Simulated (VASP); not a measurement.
# Zn3Se2S in VASP: further runs

Runs on Zn3Se2S. Level: PBE. Tasks: single point.

Program: VASP 6.6.1. These are calculated values, not measurements. Logs are shortened: lines on timing, memory, paths and dates and some standing lists are left out, and cuts for length are marked.

### 1 The cell of the first run

It takes space group P6_3mc (No. 186, hexagonal). Conventional cell: a = 3.980 Å, b = 3.980 Å, c = 19.609 Å, α = 90.00°, β = 90.00°, γ = 120.00°. Zn (site symmetry 3m) has 3 S at 2.41 Å and 1 Se at 2.49 Å within 3.2 Å. Zn (site symmetry 3m) has 1 S at 2.36 Å and 3 Se at 2.46 Å within 3.1 Å. Zn (site symmetry 3m) has 4 Se at 2.46 to 2.48 Å within 3.2 Å. Within 3.2 Å of Se (site symmetry 3m) lie 4 Zn at 2.46 to 2.49 Å. Se (site symmetry 3m) has 4 Zn at 2.46 to 2.48 Å within 3.2 Å. Within 3.1 Å of S (site symmetry 3m) lie 4 Zn at 2.36 to 2.41 Å.

### 2 Single point, PBE

Input file INCAR:

```
SYSTEM = Zn3Se2S
PREC = Accurate
ENCUT = 520
EDIFF = 1E-7
ISMEAR = 0
SIGMA = 0.1
LREAL = .FALSE.
LASPH = .TRUE.
NELM = 80
ALGO = Normal
ISIF = 2
LWAVE = .FALSE.
LCHARG = .FALSE.
GGA = PE
NBANDS = 66
```

Input file KPOINTS:

```
Automatic mesh
0
G
  6 6 1
  0 0 0
```

Input file POSCAR:

```
Zn3Se2S
1.0
    3.9800153000      0.0000000000      0.0000000000
   -1.9900077000      3.4467944000      0.0000000000
    0.0000000000      0.0000000000     19.6088582000
Zn Se S
6 4 2
Direct
    0.3333333000      0.6666667000      0.9970500000
    0.3333333000      0.6666667000      0.3399970000
    0.3333333000      0.6666667000      0.6685150000
    0.6666667000      0.3333333000      0.1685150000
    0.6666667000      0.3333333000      0.4970500000
    0.6666667000      0.3333333000      0.8399970000
    0.3333333000      0.6666667000      0.1240150000
    0.3333333000      0.6666667000      0.7950320000
    0.6666667000      0.3333333000      0.2950320000
    0.6666667000      0.3333333000      0.6240150000
    0.3333333000      0.6666667000      0.4603920000
    0.6666667000      0.3333333000      0.9603920000
```

Potentials or basis: VASP PAW PBE potentials, release 64 (Zn, Se, S).

On the command line:

```console
> cat potpaw_PBE.64/Zn/POTCAR potpaw_PBE.64/Se/POTCAR potpaw_PBE.64/S/POTCAR > POTCAR
> mpirun -np 1 vasp_std > vasp.out
```

OUTCAR:

```text
SYSTEM = Zn3Se2S
   PREC = Accurate
   ENCUT = 520
   EDIFF = 1E-7
   ISMEAR = 0
   LREAL = .FALSE.
   LASPH = .TRUE.
   NELM = 80
   ISIF = 2
   GGA = PE

 ion  position               nearest neighbor table
   1  0.333  0.667  0.997-  12 2.41  12 2.41  12 2.41   7 2.49
   2  0.333  0.667  0.340-  11 2.36   9 2.46   9 2.46   9 2.46
   3  0.333  0.667  0.669-  10 2.46  10 2.46  10 2.46   8 2.48
   4  0.667  0.333  0.169-   7 2.46   7 2.46   7 2.46   9 2.48
   5  0.667  0.333  0.497-  11 2.41  11 2.41  11 2.41  10 2.49
   6  0.667  0.333  0.840-  12 2.36   8 2.46   8 2.46   8 2.46
   7  0.333  0.667  0.124-   4 2.46   4 2.46   4 2.46   1 2.49
   8  0.333  0.667  0.795-   6 2.46   6 2.46   6 2.46   3 2.48
   9  0.667  0.333  0.295-   2 2.46   2 2.46   2 2.46   4 2.48
  10  0.667  0.333  0.624-   3 2.46   3 2.46   3 2.46   5 2.49
  11  0.333  0.667  0.460-   2 2.36   5 2.41   5 2.41   5 2.41
  12  0.667  0.333  0.960-   6 2.36   1 2.41   1 2.41   1 2.41

  LATTYP: Found a hexagonal cell.
 ALAT       =     3.9800153000
 C/A-ratio  =     4.9268298541

  Lattice vectors:

 A1 = (   3.9800153000,   0.0000000000,   0.0000000000)
 A2 = (  -1.9900077000,   3.4467944000,   0.0000000000)
 A3 = (   0.0000000000,   0.0000000000,  19.6088582000)

Analysis of symmetry for initial positions (statically):
=====================================================================
 Subroutine PRICEL returns:
 Original cell was already a primitive cell.

 Routine SETGRP: Setting up the symmetry group for a
 hexagonal supercell.

 Subroutine GETGRP returns: Found 12 space group operations
 (whereof  6 operations were pure point group operations)
 out of a pool of 24 trial point group operations.

The static configuration has the point symmetry C_3v.
 The point group associated with its full space group is C_6v.

Analysis of symmetry for dynamics (positions and initial velocities):
=====================================================================
 Subroutine PRICEL returns:
 Original cell was already a primitive cell.

 Routine SETGRP: Setting up the symmetry group for a
 hexagonal supercell.

 Subroutine GETGRP returns: Found 12 space group operations
 (whereof  6 operations were pure point group operations)
 out of a pool of 24 trial point group operations.

The dynamic configuration has the point symmetry C_3v.
 The point group associated with its full space group is C_6v.

 Subroutine INISYM returns: Found 12 space group operations
 (whereof  6 operations are pure point group operations),
 and found     1 'primitive' translations

----------------------------------------------------------------------------------------

                                     Primitive cell

  volume of cell :     269.0001

  direct lattice vectors                    reciprocal lattice vectors
     3.980015300  0.000000000  0.000000000     0.251255316  0.145062326  0.000000000
    -1.990007700  3.446794400  0.000000000     0.000000000  0.290124645  0.000000000
     0.000000000  0.000000000 19.608858200     0.000000000  0.000000000  0.050997360

  length of vectors
     3.980015300  3.980015362 19.608858200     0.290124649  0.290124645  0.050997360

  position of ions in fractional coordinates (direct lattice)
     0.333333300  0.666666700  0.997050000
     0.333333300  0.666666700  0.339997000
     0.333333300  0.666666700  0.668515000
     0.666666700  0.333333300  0.168515000
     0.666666700  0.333333300  0.497050000
     0.666666700  0.333333300  0.839997000
     0.333333300  0.666666700  0.124015000
     0.333333300  0.666666700  0.795032000
     0.666666700  0.333333300  0.295032000
     0.666666700  0.333333300  0.624015000
     0.333333300  0.666666700  0.460392000
     0.666666700  0.333333300  0.960392000

  ion indices of the primitive-cell ions
   primitive index   ion index
                 1           1
                 2           2
                 3           3
                 4           4
                 5           5
                 6           6
                 7           7
                 8           8
                 9           9
                10          10
                11          11
                12          12

----------------------------------------------------------------------------------------

 KPOINTS: Automatic mesh

Automatic generation of k-mesh.
 Grid dimensions read from file:
 generate k-points for:    6    6    1

 Generating k-lattice:

  Cartesian coordinates                     Fractional coordinates (reciprocal lattice)
     0.041875886  0.024177054  0.000000000     0.166666667  0.000000000  0.000000000
     0.000000000  0.048354107  0.000000000     0.000000000  0.166666667  0.000000000
     0.000000000  0.000000000  0.050997360     0.000000000  0.000000000  1.000000000

  Length of vectors
     0.048354108  0.048354107  0.050997360

  Shift w.r.t. Gamma in fractional coordinates (k-lattice)
     0.000000000  0.000000000  0.000000000

[... 75 lines left out ...]
  ext. energy  EPLUGINS =         0.00000000
  ---------------------------------------------------
  free energy    TOTEN  =       -37.63473865 eV

  energy without entropy =      -37.63473865  energy(sigma->0) =      -37.63473865

 E-fermi :   2.0718     XC(G=0):  -9.2712

 val. band max:        1.6463826015   @ k =   0.0000   0.0000   0.0000
 cond. band min:       2.9453265055   @ k =   0.0000   0.0000   0.0000
 fundamental gap:      1.2989439040
 Fermi energy:         2.0718441144

 k-point     1 :       0.0000    0.0000    0.0000
  band No.  band energies     occupation
      1     -11.5221      2.00000
      2     -11.3622      2.00000
      3     -11.3332      2.00000
      4     -10.9742      2.00000
      5     -10.9441      2.00000
      6     -10.7396      2.00000
[... 58 lines left out ...]
     65       7.5262      0.00000
     66       7.6619      0.00000

 k-point     2 :       0.1667    0.0000    0.0000
  band No.  band energies     occupation
      1     -11.3667      2.00000
      2     -11.2224      2.00000
      3     -11.1877      2.00000
      4     -10.8611      2.00000
      5     -10.8413      2.00000
      6     -10.6557      2.00000
[... 58 lines left out ...]
     65       7.4234      0.00000
     66       7.8517      0.00000

 k-point     3 :       0.3333   -0.0000    0.0000
  band No.  band energies     occupation
      1     -10.9985      2.00000
      2     -10.9025      2.00000
      3     -10.8540      2.00000
      4     -10.6397      2.00000
      5     -10.6234      2.00000
      6     -10.5056      2.00000
[... 58 lines left out ...]
     65       7.3385      0.00000
     66       7.8373      0.00000

 k-point     4 :       0.5000    0.0000    0.0000
  band No.  band energies     occupation
      1     -10.7511      2.00000
      2     -10.7035      2.00000
      3     -10.6463      2.00000
      4     -10.5494      2.00000
      5     -10.5188      2.00000
      6     -10.4709      2.00000
[... 58 lines left out ...]
     65       6.8373      0.00000
     66       8.0649      0.00000

 k-point     5 :       0.1667    0.1667    0.0000
  band No.  band energies     occupation
      1     -11.1018      2.00000
      2     -10.9901      2.00000
      3     -10.9454      2.00000
      4     -10.6922      2.00000
      5     -10.6803      2.00000
      6     -10.5384      2.00000
[... 58 lines left out ...]
     65       7.1302      0.00000
     66       7.1822      0.00000

 k-point     6 :       0.3333    0.1667    0.0000
  band No.  band energies     occupation
      1     -10.7609      2.00000
      2     -10.7100      2.00000
      3     -10.6531      2.00000
      4     -10.5486      2.00000
      5     -10.5182      2.00000
      6     -10.4658      2.00000
[... 58 lines left out ...]
     65       7.3710      0.00000
     66       7.9075      0.00000

 k-point     7 :       0.3333    0.3333    0.0000
  band No.  band energies     occupation
      1     -10.5861      2.00000
      2     -10.5861      2.00000
      3     -10.5139      2.00000
      4     -10.5139      2.00000
      5     -10.5073      2.00000
      6     -10.5073      2.00000
[... 58 lines left out ...]
     65       8.2314      0.00000
     66       8.3671      0.00000

------------------------ aborting loop because EDIFF is reached ----------------------------------------

  FORCE on cell =-STRESS in cart. coord.  units (eV):
  Direction    XX          YY          ZZ          XY          YZ          ZX
  --------------------------------------------------------------------------------------
  -------------------------------------------------------------------------------------
  Total        0.3699618      0.3699618      0.3196404     -0.0000000      0.0000000      0.0000000
  in kB        2.2035100      2.2035100      1.9037935     -0.0000000      0.0000000      0.0000000
  external PRESSURE =       2.1036045 kB  Pullay stress =       0.0000000 kB

 VOLUME and BASIS-vectors are now :
 -----------------------------------------------------------------------------
  energy-cutoff  :      520.00
  volume of cell :      269.00
      direct lattice vectors                 reciprocal lattice vectors
     3.980015300  0.000000000  0.000000000     0.251255316  0.145062326  0.000000000
    -1.990007700  3.446794400  0.000000000     0.000000000  0.290124645  0.000000000
     0.000000000  0.000000000 19.608858200     0.000000000  0.000000000  0.050997360

 POSITION                                       TOTAL-FORCE (eV/Angst)
 -----------------------------------------------------------------------------------
     -0.00000      2.29786     19.55101         0.000000      0.000000     -0.002052
     -0.00000      2.29786      6.66695         0.000000     -0.000000      0.000722
     -0.00000      2.29786     13.10882         0.000000     -0.000000      0.003611
      1.99001      1.14893      3.30439        -0.000000      0.000000      0.003611
      1.99001      1.14893      9.74658        -0.000000     -0.000000     -0.002052
      1.99001      1.14893     16.47138         0.000000      0.000000      0.000722
     -0.00000      2.29786      2.43179         0.000000     -0.000000     -0.005805
     -0.00000      2.29786     15.58967        -0.000000      0.000000     -0.002503
      1.99001      1.14893      5.78524         0.000000     -0.000000     -0.002503
      1.99001      1.14893     12.23622        -0.000000      0.000000     -0.005805
     -0.00000      2.29786      9.02776        -0.000000     -0.000000      0.006027
      1.99001      1.14893     18.83219         0.000000      0.000000      0.006027
 -----------------------------------------------------------------------------------
    total drift:                                0.000060     -0.000036      0.000783

  FREE ENERGIE OF THE ION-ELECTRON SYSTEM (eV)
  ---------------------------------------------------
  free  energy   TOTEN  =       -37.6347386531 eV

  energy  without entropy=      -37.6347386530  energy(sigma->0) =      -37.63473865
```

Run time: 2.3 min. Hardware: 1 thread of Intel Xeon 6975P-C (Granite Rapids), shared host; peak memory 0.39 GiB.

Results:

- Free energy: -37.6347 eV
- Pressure: 0.2 GPa
- Largest force: 0.006 eV/Å
- Band gap on the k mesh: 1.30 eV

Forces on the atoms (eV/Å):
```
Zn   0.000  0.000 -0.002
Zn   0.000  0.000  0.001
Zn   0.000  0.000  0.004
Zn   0.000  0.000  0.004
Zn   0.000  0.000 -0.002
Zn   0.000  0.000  0.001
Se   0.000  0.000 -0.006
Se   0.000  0.000 -0.003
Se   0.000  0.000 -0.003
Se   0.000  0.000 -0.006
S    0.000  0.000  0.006
S    0.000  0.000  0.006
```

### 3 Single point, PBE

Input file INCAR:

```
SYSTEM = Zn3Se2S
  PREC = Accurate
  ENCUT = 520
  EDIFF = 1E-7
  ISMEAR = 0
  SIGMA = 0.1
  LREAL = .False.
  LASPH = .True.
  NELM = 100
  ALGO = Normal
  ISIF = 2
  LWAVE = .False.
  LCHARG = .False.
  GGA = PE
  NBANDS = 66
```

Input file KPOINTS:

```
Automatic mesh
0
Gamma
  6 6 1
  0 0 0
```

Input file POSCAR:

```
Zn3Se2S
1.0
    3.9800153247      0.0000000289      0.0000000000
   -1.9900076873      3.4467943642      0.0000000000
    0.0000000000      0.0000000000     19.6088582000
Zn Se S
6 4 2
Direct
    0.3333333333      0.6666666667      0.9970500000
    0.3333333333      0.6666666667      0.3399970000
    0.3333333333      0.6666666667      0.6685150000
    0.6666666667      0.3333333333      0.1685150000
    0.6666666667      0.3333333333      0.4970500000
    0.6666666667      0.3333333333      0.8399970000
    0.3333333333      0.6666666667      0.1240150000
    0.3333333333      0.6666666667      0.7950320000
    0.6666666667      0.3333333333      0.2950320000
    0.6666666667      0.3333333333      0.6240150000
    0.3333333333      0.6666666667      0.4603920000
    0.6666666667      0.3333333333      0.9603920000
```

Potentials or basis: VASP PAW PBE potentials, release 64 (Zn, Se, S).

On the command line:

```console
> cat potpaw_PBE.64/Zn/POTCAR potpaw_PBE.64/Se/POTCAR potpaw_PBE.64/S/POTCAR > POTCAR
> mpirun -np 1 vasp_std > vasp.out
```

It took 2.1 min on 1 thread of Intel Xeon 6975P-C (Granite Rapids), shared host; peak memory 0.39 GiB.

It converged, with:

* Free energy: -37.6347 eV
* Pressure: 0.2 GPa
* Largest force: 0.006 eV/Å
* Band gap on the k mesh: 1.30 eV

Forces on the atoms (eV/Å):
```
Zn   0.000  0.000 -0.002
Zn   0.000  0.000  0.001
Zn   0.000  0.000  0.004
Zn   0.000  0.000  0.004
Zn   0.000  0.000 -0.002
Zn   0.000  0.000  0.001
Se   0.000  0.000 -0.006
Se   0.000  0.000 -0.003
Se   0.000  0.000 -0.003
Se   0.000  0.000 -0.006
S    0.000  0.000  0.006
S    0.000  0.000  0.006
```

Levels at points of the mesh, in eV from the valence-band top:
```tsv
k point	band 51	band 52	band 53	band 54	band 55	band 56	band 57	band 58
(0.00, 0.00, 0.00)	-0.10	-0.10	0.00	0.00	1.30	2.24	2.51	2.71
(0.50, 0.00, 0.00)	-1.41	-1.31	-1.12	-0.89	2.73	2.77	3.17	3.18
```

### 4 Single point, PBE

Input file INCAR:

```
ALGO = Normal ; EDIFF = 1E-6
ENCUT = 520 ; GGA = PE
ISIF = 2 ; ISMEAR = 0
LASPH = T ; LCHARG = F
LREAL = F ; LWAVE = F
NBANDS = 66 ; NELM = 100
PREC = Accurate ; SIGMA = 0.1
```

Input file KPOINTS:

```
k-points
0
Gamma
  6 6 1
```

Input file POSCAR:

```
Zn3Se2S
1.0
    3.9826277905     -0.0003857655     -0.0001184625
   -1.9916505151      3.4474158534      0.0001274071
   -0.0004913924      0.0004668560     19.6019267760
Zn Se S
6 4 2
Direct
    0.3334638546      0.6663123651      0.9970193656
    0.3334505444      0.6677627923      0.3399626992
    0.3334198534      0.6660743005      0.6684495930
    0.6661424030      0.3335243416      0.1684446177
    0.6666131837      0.3337562164      0.4970148215
    0.6669329098      0.3325470617      0.8399697031
    0.3328291916      0.6667085921      0.1240001356
    0.3335661621      0.6657618513      0.7950727325
    0.6667536966      0.3345159755      0.2950641123
    0.6667592441      0.3329631297      0.6239985983
    0.3332754685      0.6670274904      0.4605013612
    0.6667934884      0.3330458834      0.9605042598
```

On the command line:

```console
> cat potpaw_PBE.64/Zn/POTCAR potpaw_PBE.64/Se/POTCAR potpaw_PBE.64/S/POTCAR > POTCAR
> mpirun -np 1 vasp_std > vasp.out
```

Wall time 4.7 min (1 thread of Intel Xeon 6975P-C (Granite Rapids), shared host); peak memory 0.53 GiB.

The run converged. Its results:

* Free energy: -37.6349 eV
* Pressure: 0.2 GPa
* Largest force: 0.011 eV/Å
* Band gap on the k mesh: 1.30 eV

Forces in eV/Å, atoms in the order of the input:
```
Zn  -0.001  0.000 -0.001
Zn   0.000 -0.001  0.010
Zn   0.000  0.001  0.007
Zn   0.001  0.001  0.007
Zn   0.001  0.000  0.000
Zn  -0.001  0.001  0.009
Se   0.001  0.000  0.001
Se  -0.001  0.001 -0.007
Se   0.001 -0.001 -0.006
Se   0.000  0.001  0.001
S    0.000  0.000 -0.011
S    0.000  0.001 -0.010
```

Levels at points of the mesh, in eV from the valence-band top:
```
           k point  band 50  band 51  band 52  band 53  band 54  band 55  band 56  band 57  band 58  band 59
(0.00, 0.00, 0.00)    -0.23    -0.11    -0.10     0.00     0.00     1.30     2.24     2.51     2.71     2.79
(0.50, 0.00, 0.00)    -1.53    -1.41    -1.31    -1.12    -0.89     2.73     2.77     3.17     3.18     3.36
(0.00, 0.50, 0.00)    -1.53    -1.41    -1.31    -1.12    -0.90     2.73     2.77     3.17     3.18     3.36
(0.50, 0.50, 0.00)    -1.53    -1.41    -1.31    -1.12    -0.89     2.74     2.77     3.17     3.18     3.36
```

### 5 Single point, PBE

Input file INCAR:

```
ALGO     = Normal         # electronic algorithm
EDIFF    = 1E-6           # SCF threshold, eV
ENCUT    = 520            # plane-wave cutoff, eV
GGA      = PE             # functional
ISIF     = 2              # what is computed and relaxed
ISMEAR   = 0              # smearing method
LASPH    = True           # aspherical terms in the spheres
LCHARG   = False          # write CHGCAR
LREAL    = False          # projectors in reciprocal space
LWAVE    = False          # write WAVECAR
NBANDS   = 66             # bands
NELM     = 80             # most SCF steps
PREC     = Accurate       # precision mode
SIGMA    = 0.02           # smearing width, eV
```

Input file KPOINTS:

```
k-points
0
Gamma
  12 12 2
```

Input file POSCAR:

```
Zn3Se2S
1.0
    3.9800153247      0.0000000289      0.0000000000
   -1.9900076873      3.4467943642      0.0000000000
    0.0000000000      0.0000000000     19.6088582000
Zn Se S
6 4 2
Direct
    0.3333333333      0.6666666667      0.9970500000
    0.3333333333      0.6666666667      0.3399970000
    0.3333333333      0.6666666667      0.6685150000
    0.6666666667      0.3333333333      0.1685150000
    0.6666666667      0.3333333333      0.4970500000
    0.6666666667      0.3333333333      0.8399970000
    0.3333333333      0.6666666667      0.1240150000
    0.3333333333      0.6666666667      0.7950320000
    0.6666666667      0.3333333333      0.2950320000
    0.6666666667      0.3333333333      0.6240150000
    0.3333333333      0.6666666667      0.4603920000
    0.6666666667      0.3333333333      0.9603920000
```

On the command line:

```console
> cat potpaw_PBE.64/Zn/POTCAR potpaw_PBE.64/Se/POTCAR potpaw_PBE.64/S/POTCAR > POTCAR
> mpirun -np 1 vasp_std > vasp.out
```

Run time: 26 min. Hardware: 1 thread of Oxide Virtual Turin-like, shared host; peak memory 0.66 GiB.

It converged, with:

```
Free energy            : -37.6573 eV
Pressure               : 0.2 GPa
Largest force          : 0.006 eV/Å
Band gap on the k mesh : 1.30 eV
```

Forces on the atoms (eV/Å):
```
Zn   0.000  0.000 -0.004
Zn   0.000  0.000  0.000
Zn   0.000  0.000  0.002
Zn   0.000  0.000  0.002
Zn   0.000  0.000 -0.004
Zn   0.000  0.000  0.000
Se   0.000  0.000 -0.003
Se   0.000  0.000 -0.001
Se   0.000  0.000 -0.001
Se   0.000  0.000 -0.003
S    0.000  0.000  0.006
S    0.000  0.000  0.006
```

Levels at points of the mesh, in eV from the valence-band top:
```tsv
k point	band 51	band 52	band 53	band 54	band 55	band 56	band 57	band 58
(0.00, 0.00, 0.00)	-0.10	-0.10	0.00	0.00	1.30	2.25	2.52	2.72
(0.50, 0.00, 0.00)	-1.41	-1.31	-1.12	-0.89	2.73	2.77	3.17	3.19
(0.00, 0.00, 0.50)	-0.04	-0.04	-0.04	-0.04	1.87	1.87	2.47	2.47
(0.50, 0.00, 0.50)	-1.53	-1.53	-0.98	-0.98	2.95	2.95	3.10	3.10
```

### 6 The runs side by side

| cell | k mesh | smearing | gap on the mesh (eV) | pressure (GPa) | largest force (eV/Å) |
| --- | --- | --- | --- | --- | --- |
| a = 3.980, b = 3.980, c = 19.609 Å, angles 90.0, 90.0, 120.0°, 12 atoms | 6 × 6 × 1 | gaussian 0.1 eV | 1.30 | 0.2 | 0.01 |
| a = 3.983, b = 3.981, c = 19.602 Å, angles 90.0, 90.0, 120.0°, 12 atoms | 6 × 6 × 1 | gaussian 0.1 eV | 1.30 | 0.2 | 0.01 |
| a = 3.980, b = 3.980, c = 19.609 Å, angles 90.0, 90.0, 120.0°, 12 atoms | 12 × 12 × 2 | gaussian 0.02 eV | 1.30 | 0.2 | 0.01 |

Alike in all rows: task single point; level PBE; potentials or basis VASP PAW PBE potentials, release 64 (Zn, Se, S); no spin polarisation; cutoff (eV) 520.

Total energies depend on the potentials used, so only differences within one code and one set of settings carry meaning.
